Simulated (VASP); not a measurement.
Write the native input for VASP 6.6.1 that does the following.

* Task: relaxation of cell and atoms
* Functional: PBE
* Potentials or basis: VASP PAW PBE potentials, release 64 (Zr_sv, Cd, C)
* Cutoff: 600 eV
* k mesh: 8 × 8 × 8
* Occupations: gaussian, width 0.1 eV
* Spin: no spin polarisation
* Dipole correction: no
* Further INCAR settings: ALGO = Normal; EDIFF = 1e-06; IBRION = 2; EDIFFG = -0.01; NSW = 100; ISIF = 3

The structure of Zr3CdC lies in POSCAR:

```
Zr3CdC
1.0
    4.5701658487      0.0000000000      0.0000000000
    0.0000000000      4.5701658487      0.0000000000
    0.0000000000      0.0000000000      4.5701658487
Zr Cd C
3 1 1
Direct
    0.0000000000      0.5000000000      0.5000000000
    0.5000000000      0.0000000000      0.5000000000
    0.5000000000      0.5000000000      0.0000000000
    0.0000000000      0.0000000000      0.0000000000
    0.5000000000      0.5000000000      0.5000000000
```

The cell was generated, and may not be a known phase.

The input as run:

INCAR

```
SYSTEM = Zr3CdC
  PREC = Accurate
  ENCUT = 600
  EDIFF = 1E-6
  ISMEAR = 0
  SIGMA = 0.1
  LREAL = .FALSE.
  LASPH = .TRUE.
  NELM = 100
  ALGO = Normal
  ISIF = 3
  LWAVE = .FALSE.
  LCHARG = .FALSE.
  GGA = PE
  IBRION = 2
  NSW = 100
  EDIFFG = -0.01
```

KPOINTS

```
Automatic mesh
0
G
  8 8 8
  0 0 0
```

Potentials or basis: VASP PAW PBE potentials, release 64 (Zr_sv, Cd, C).

Run with:

```sh
$ cat potpaw_PBE.64/Zr_sv/POTCAR potpaw_PBE.64/Cd/POTCAR potpaw_PBE.64/C/POTCAR > POTCAR
$ mpirun -np 1 vasp_std > vasp.out
```

Results of the run:

The relaxed volume is 19.13 Å³/atom. The relaxed cell is a = 4.573 Å, b = 4.573 Å, c = 4.573 Å, α = 90.00°, β = 90.00°, γ = 90.00°. The space group after relaxing (to 0.1 Å) is Pm-3m (No. 221). The energy gained by relaxing is 0.0 meV/atom, the ionic steps are 3 and the pressure after relaxing is 0.0 GPa. The band gap on the k mesh is zero (bands 26 and 27 overlap by 1.77 eV).

It took 3.3 min on 1 thread of AMD EPYC 9R45 96-Core Processor (Zen 5), with other jobs on the host, peak memory 0.3 GiB.
